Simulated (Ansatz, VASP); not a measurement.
## SrTiO3: VASP beside Ansatz

```xyz
5
Lattice="3.8788 0.0000 0.0000 0.0000 3.8788 0.0000 0.0000 0.0000 3.8788" Properties=species:S:1:pos:R:3 pbc="T T T"
Sr    0.0000    0.0000    0.0000
Ti    1.9394    1.9394    1.9394
O     0.0000    1.9394    1.9394
O     1.9394    0.0000    1.9394
O     1.9394    1.9394    0.0000
```

Change from the starting cell: volume scaled by 0.98, crystal datasets.

Alike in both runs: task electric field gradients; functional PBEsol; k mesh 7 × 7 × 7; occupations fermi-dirac, width 0.05 eV; no spin polarisation.

```csv
,VASP,Ansatz
version,VASP 6.6.1,Ansatz 0.2.0
potentials or method,"VASP PAW PBE potentials, release 64 (Sr_sv, Ti_sv, O), cutoff 520 eV","all-electron PAW with datasets made for the crystal, scalar-relativistic"
```

```csv
,VASP,Ansatz,Ansatz less VASP
gap on the k mesh at the Fermi level (eV),1.90,1.93,+0.028
pressure (GPa),2.5,1.8,-0.72
size of Vzz on the site where it differs most (V/Å²),7.3,8.2,+0.91
```

VASP's potentials were made for PBE, not for PBEsol. Ansatz ran all-electron here, and VASP with PAW potentials.
